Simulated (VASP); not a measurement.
# MgO in VASP: notebook

The runs below take MgO through single point, with r2SCAN.

Program: VASP 6.6.1. These are calculated values, not measurements. Logs are shortened: lines on timing, memory, paths and dates and some standing lists are left out, and cuts for length are marked.

### Step 1. The cell of the first run

Symmetry: R-3m, No. 166, trigonal system. Conventional cell: a = 2.973 Å, b = 2.973 Å, c = 7.546 Å, α = 90.00°, β = 90.00°, γ = 120.00°. Within 2.8 Å of Mg (site symmetry -3m) lie 6 O at 2.13 Å. O (site symmetry -3m) has 6 Mg at 2.13 Å within 2.8 Å.

### Step 2. Single point, r2SCAN (strain along [111] +3.6%)

Input file POSCAR:

```
MgO
1.0
    0.0507323070      2.1528997238      2.1528997238
    2.1528997238      0.0507323070      2.1528997238
    2.1528997238      2.1528997238      0.0507323070
Mg O
1 1
Direct
    0.0000000000      0.0000000000      0.0000000000
    0.5000000000      0.5000000000      0.5000000000
```

Input file INCAR.step1:

```
ALGO     = Normal         # electronic algorithm
EDIFF    = 1E-4           # SCF threshold, eV
ENCUT    = 520            # plane-wave cutoff, eV
GGA      = PE             # functional
ISMEAR   = 0              # smearing method
LASPH    = True           # aspherical terms in the spheres
LCHARG   = False          # write CHGCAR
LREAL    = False          # projectors in reciprocal space
LWAVE    = True           # write WAVECAR
NBANDS   = 11             # bands
NELM     = 100            # most SCF steps
PREC     = Accurate       # precision mode
SIGMA    = 0.01           # smearing width, eV
```

Input file INCAR.step2:

```
ALGO     = Normal         # electronic algorithm
EDIFF    = 1E-6           # SCF threshold, eV
ENCUT    = 520            # plane-wave cutoff, eV
ISIF     = 2              # what is computed and relaxed
ISMEAR   = 0              # smearing method
ISTART   = 1            
LASPH    = True           # aspherical terms in the spheres
LCHARG   = False          # write CHGCAR
LMIXTAU  = True         
LREAL    = False          # projectors in reciprocal space
LWAVE    = False          # write WAVECAR
METAGGA  = R2SCAN         # meta-GGA
NBANDS   = 11             # bands
NELM     = 100            # most SCF steps
PREC     = Accurate       # precision mode
SIGMA    = 0.01           # smearing width, eV
```

Input file KPOINTS:

```
k-points
0
Gamma
  10 10 10
```

Potentials or basis: VASP PAW PBE potentials, release 64 (Mg, O).

Started as:

```sh
cat potpaw_PBE.64/Mg/POTCAR potpaw_PBE.64/O/POTCAR > POTCAR
cp INCAR.step1 INCAR
mpirun -np 1 vasp_std > vasp.out
cp INCAR.step2 INCAR
mpirun -np 1 vasp_std > vasp.out
```

OUTCAR:

```text
EDIFF = 1E-6
   ENCUT = 520
   ISIF = 2
   ISMEAR = 0
   ISTART = 1
   LASPH = True
   LREAL = False
   METAGGA = R2SCAN
   NELM = 100
   PREC = Accurate

 ion  position               nearest neighbor table
   1  0.000  0.000  0.000-   2 2.13   2 2.13   2 2.13   2 2.13   2 2.13   2 2.13
   2  0.500  0.500  0.500-   1 2.13   1 2.13   1 2.13   1 2.13   1 2.13   1 2.13

  LATTYP: Found a trigonal (rhomboedric) cell.
 ALAT       =     3.0450826275
 COS(alpha) =     0.5234193147

  Lattice vectors:

 A1 = (   0.0507323070,   2.1528997238,   2.1528997238)
 A2 = (   2.1528997238,   0.0507323070,   2.1528997238)
 A3 = (   2.1528997238,   2.1528997238,   0.0507323070)

Analysis of symmetry for initial positions (statically):
=====================================================================
 Subroutine PRICEL returns:
 Original cell was already a primitive cell.

 Routine SETGRP: Setting up the symmetry group for a
 trigonal (rhombohedral) supercell.

 Subroutine GETGRP returns: Found 12 space group operations
 (whereof 12 operations were pure point group operations)
 out of a pool of 12 trial point group operations.

The static configuration has the point symmetry D_3d.

Analysis of symmetry for dynamics (positions and initial velocities):
=====================================================================
 Subroutine PRICEL returns:
 Original cell was already a primitive cell.

 Routine SETGRP: Setting up the symmetry group for a
 trigonal (rhombohedral) supercell.

 Subroutine GETGRP returns: Found 12 space group operations
 (whereof 12 operations were pure point group operations)
 out of a pool of 12 trial point group operations.

The dynamic configuration has the point symmetry D_3d.

 Subroutine INISYM returns: Found 12 space group operations
 (whereof 12 operations are pure point group operations),
 and found     1 'primitive' translations

----------------------------------------------------------------------------------------

                                     Primitive cell

  volume of cell :      19.2520

  direct lattice vectors                    reciprocal lattice vectors
     0.050732307  2.152899724  2.152899724    -0.240619540  0.235079965  0.235079965
     2.152899724  0.050732307  2.152899724     0.235079965 -0.240619540  0.235079965
     2.152899724  2.152899724  0.050732307     0.235079965  0.235079965 -0.240619540

  length of vectors
     3.045082628  3.045082628  3.045082628     0.410393644  0.410393644  0.410393644

  position of ions in fractional coordinates (direct lattice)
     0.000000000  0.000000000  0.000000000
     0.500000000  0.500000000  0.500000000

  ion indices of the primitive-cell ions
   primitive index   ion index
                 1           1
                 2           2

----------------------------------------------------------------------------------------

 KPOINTS: k-points

Automatic generation of k-mesh.
 Grid dimensions read from file:
 generate k-points for:   10   10   10

 Generating k-lattice:

  Cartesian coordinates                     Fractional coordinates (reciprocal lattice)
    -0.024061954  0.023507997  0.023507997     0.100000000  0.000000000  0.000000000
     0.023507997 -0.024061954  0.023507997     0.000000000  0.100000000  0.000000000
     0.023507997  0.023507997 -0.024061954     0.000000000  0.000000000  0.100000000

  Length of vectors
     0.041039364  0.041039364  0.041039364

  Shift w.r.t. Gamma in fractional coordinates (k-lattice)
     0.000000000  0.000000000  0.000000000

 Subroutine IBZKPT returns following result:
 ===========================================

 Found    116 irreducible k-points:

 Following reciprocal coordinates:
            Coordinates               Weight
  0.000000  0.000000  0.000000      1.000000
  0.100000  0.000000 -0.000000      6.000000
  0.200000  0.000000 -0.000000      6.000000
  0.300000  0.000000  0.000000      6.000000
  0.400000 -0.000000 -0.000000      6.000000
  0.500000 -0.000000 -0.000000      3.000000
[... 16 lines left out ...]
  0.300000  0.300000 -0.000000      6.000000
  0.400000  0.300000 -0.000000     12.000000
 [... further k-points ...]
   k-points           NKPTS =    116   k-points in BZ     NKDIM =    116   number of bands    NBANDS=     11
   number of dos      NEDOS =    301   number of ions     NIONS =      2
   total plane-waves  NPLWV =  13824
   dimension x,y,z NGX =    24 NGY =   24 NGZ =   24
   dimension x,y,z NGXF=    48 NGYF=   48 NGZF=   48
   ions per type =               1   1
   NGX,Y,Z   is equivalent  to a cutoff of  13.10, 13.10, 13.10 a.u.
   NGXF,Y,Z  is equivalent  to a cutoff of  26.21, 26.21, 26.21 a.u.
 SYSTEM =  unknown system
   PREC   = accura    normal or accurate (medium, high low for compatibility)
   ISTART =      1    job   : 0-new  1-cont  2-samecut
   ICHARG =      0    charge: 1-file 2-atom 10-const
   ISPIN  =      1    spin polarized calculation?
   LNONCOLLINEAR =      F non collinear calculations
   LSORBIT =      F    spin-orbit coupling
   LASPH  =      T    aspherical Exc in radial PAW
   ENCUT  =  520.0 eV  38.22 Ry    6.18 a.u.   5.66  5.66  5.66*2*pi/ulx,y,z
   NELM   =    100;   NELMIN=  2; NELMDL=  0     # of ELM steps
   EDIFF  = 0.1E-05   stopping-criterion for ELM
   LREAL  =      F    real-space projection
   EDIFFG = 0.1E-04   stopping-criterion for IOM
   NSW    =      0    number of steps for IOM
   IBRION =     -1    ionic relax: 0-MD 1-quasi-New 2-CG
   NFREE  =      0    steps in history (QN), initial steepest desc. (CG)
   ISIF   =      2    stress and relaxation
   ISYM   =      2    0-nonsym 1-usesym 2-fastsym
   POTIM  = 0.5000    time-step for ionic-motion
   TEBEG  =    0.0;   TEEND  =   0.0 temperature during run
   PSTRESS=    0.0 pullay stress
   NELECT =       8.0000    total number of electrons
   NUPDOWN=      -1.0000    fix difference up-down
   EMIN   =  10.00;   EMAX   =-10.00  energy-range for DOS
   EFERMI =   0.00;   METHOD = LEGACY
   ISMEAR =     0;   SIGMA  =   0.01  broadening in eV -4-tet -1-fermi 0-gaus
   EFERMI_NEDOS =   21; number of points for ismear=-14 and -15
   IALGO  =     38    algorithm
   IMIX   =      4    mixing-type and parameters
     AMIX     =   0.40;   BMIX     =  1.00
     AMIX_MAG =   1.60;   BMIX_MAG =  1.00
  volume/ion in A,a.u.               =       9.63        64.96
  Fermi-wavevector in a.u.,A,eV,Ry     =   1.221649  2.308581 20.305682  1.492426
  Thomas-Fermi vector in A             =   2.356824
   LORBIT       =      0    0 simple, 1 ext, 2 COOP (PROOUT), +10 PAW based schemes
   METAGGA = R2SCAN    functional components
   LHFCALC =     F    Hartree Fock is set to
   AEXX    =    0.0000 exact exchange contribution
   IVDW    =     0    specifies the selected vdW correction
   LEPSILON=     F    determine dielectric tensor
   LRPA    =     F    only Hartree local field effects (RPA)
 non-spin polarized calculation
 Gauss-broadening in eV      SIGMA  =   0.01
  energy-cutoff  :      520.00
  volume of cell :       19.25
 maximum number of plane-waves:       540
   NGX = 11   NGY = 11   NGZ = 11

 number of electron       8.0000003 magnetization

 Free energy of the ion-electron system (eV)
  ---------------------------------------------------
  ext. energy  EPLUGINS =         0.00000000
  ---------------------------------------------------
  free energy    TOTEN  =       -16.12952939 eV

  energy without entropy =      -16.12952939  energy(sigma->0) =      -16.12952939

 E-fermi :   2.8152     XC(G=0): -11.4419

 val. band max:        2.6583490470   @ k =   0.0000   0.0000   0.0000
 cond. band min:       7.8464536567   @ k =   0.0000   0.0000   0.0000
 fundamental gap:      5.1881046097
 Fermi energy:         2.8151528065

 k-point     1 :       0.0000    0.0000    0.0000
  band No.  band energies     occupation
      1     -15.4858      2.00000
      2       2.3813      2.00000
      3       2.6583      2.00000
      4       2.6583      2.00000
      5       7.8465      0.00000
      6      18.5714      0.00000
      7      19.5652      0.00000
      8      19.5652      0.00000
      9      23.2373      0.00000
     10      25.0320      0.00000
     11      25.0320      0.00000

 k-point     2 :       0.1000    0.0000   -0.0000
  band No.  band energies     occupation
      1     -15.3851      2.00000
      2       1.9893      2.00000
      3       2.3609      2.00000
      4       2.5877      2.00000
      5       8.4621      0.00000
      6      18.0725      0.00000
      7      18.9959      0.00000
      8      19.7884      0.00000
      9      24.0759      0.00000
     10      24.3476      0.00000
     11      24.9436      0.00000

 k-point     3 :       0.2000    0.0000   -0.0000
  band No.  band energies     occupation
      1     -15.1090      2.00000
      2       0.7134      2.00000
      3       2.1825      2.00000
      4       2.4087      2.00000
      5       9.6669      0.00000
      6      16.5535      0.00000
      7      19.4838      0.00000
      8      20.1743      0.00000
      9      23.2312      0.00000
     10      23.7992      0.00000
     11      25.7212      0.00000

 k-point     4 :       0.3000    0.0000    0.0000
  band No.  band energies     occupation
      1     -14.7400      2.00000
      2      -0.5818      2.00000
      3       1.9872      2.00000
      4       2.1980      2.00000
      5      10.6315      0.00000
      6      15.8473      0.00000
      7      19.6492      0.00000
      8      20.1345      0.00000
      9      23.5745      0.00000
     10      24.4732      0.00000
     11      25.1195      0.00000

 k-point     5 :       0.4000   -0.0000   -0.0000
  band No.  band energies     occupation
      1     -14.4132      2.00000
      2      -1.5249      2.00000
      3       1.8373      2.00000
      4       2.0351      2.00000
      5      11.0104      0.00000
      6      15.9467      0.00000
      7      19.4247      0.00000
      8      19.8526      0.00000
      9      24.4915      0.00000
     10      24.9438      0.00000
     11      25.8874      0.00000
[... 211 lines left out ...]
 k-point    21 :      -0.3000    0.2000   -0.0000
  band No.  band energies     occupation
      1     -14.3360      2.00000
      2      -0.9742      2.00000
      3       0.8433      2.00000
      4       1.8301      2.00000
      5      12.4449      0.00000
      6      15.3202      0.00000
      7      17.5105      0.00000
      8      20.4689      0.00000
      9      23.4628      0.00000
     10      24.9860      0.00000
     11      28.4964      0.00000

 k-point    22 :      -0.2000    0.2000    0.0000
  band No.  band energies     occupation
      1     -14.6249      2.00000
      2      -0.4226      2.00000
      3       1.3044      2.00000
      4       2.0457      2.00000
      5      11.5915      0.00000
      6      15.3108      0.00000
      7      18.4367      0.00000
      8      20.9513      0.00000
      9      21.6603      0.00000
     10      25.1904      0.00000
     11      28.1964      0.00000

 k-point    23 :       0.3000    0.3000   -0.0000
  band No.  band energies     occupation
      1     -14.5696      2.00000
      2      -0.4977      2.00000
      3       1.5162      2.00000
      4       1.7711      2.00000
      5      12.0311      0.00000
      6      13.8868      0.00000
      7      17.8282      0.00000
      8      21.1471      0.00000
      9      21.6353      0.00000
     10      27.7030      0.00000
     11      30.7858      0.00000

 k-point    24 :       0.4000    0.3000   -0.0000
  band No.  band energies     occupation
      1     -14.3418      2.00000
      2      -0.9031      2.00000
      3       1.3578      2.00000
      4       1.4114      2.00000
      5      12.6775      0.00000
      6      13.7537      0.00000
      7      16.9914      0.00000
      8      21.3986      0.00000
      9      22.0747      0.00000
     10      28.4113      0.00000
     11      30.3327      0.00000

 [... further k-points ...]
[... 5 lines left out ...]
  --------------------------------------------------------------------------------------
  -------------------------------------------------------------------------------------
  Total       -0.7941554     -0.7941554     -0.7941554     -0.4538108     -0.4538108     -0.4538108
  in kB      -66.0907347    -66.0907347    -66.0907347    -37.7667799    -37.7667799    -37.7667799
  external PRESSURE =     -66.0907347 kB  Pullay stress =       0.0000000 kB

 VOLUME and BASIS-vectors are now :
 -----------------------------------------------------------------------------
  energy-cutoff  :      520.00
  volume of cell :       19.25
      direct lattice vectors                 reciprocal lattice vectors
     0.050732307  2.152899724  2.152899724    -0.240619540  0.235079965  0.235079965
     2.152899724  0.050732307  2.152899724     0.235079965 -0.240619540  0.235079965
     2.152899724  2.152899724  0.050732307     0.235079965  0.235079965 -0.240619540

 POSITION                                       TOTAL-FORCE (eV/Angst)
 -----------------------------------------------------------------------------------
      0.00000      0.00000      0.00000        -0.000000      0.000000     -0.000000
      2.17827      2.17827      2.17827         0.000000     -0.000000      0.000000
 -----------------------------------------------------------------------------------
    total drift:                               -0.000000     -0.000000      0.000000

  FREE ENERGIE OF THE ION-ELECTRON SYSTEM (eV)
  ---------------------------------------------------
  free  energy   TOTEN  =       -16.1295293908 eV

  energy  without entropy=      -16.1295293908  energy(sigma->0) =      -16.12952939
```

Wall time 52 s (1 thread of Intel Xeon Platinum 8488C (Sapphire Rapids), shared host); peak memory 0.16 GiB.

What came out:

| Property | Result |
| --- | --- |
| Free energy | -16.1295 eV |
| Pressure | -6.6 GPa |
| Band gap on the k mesh | 5.19 eV, direct |

Caveat: the cell differs from its parent crystal (strain along [111] +3.6%); the PAW data sets were made with another functional, which shifts forces and pressure a little.

(Part 1 of 2 ends here.)
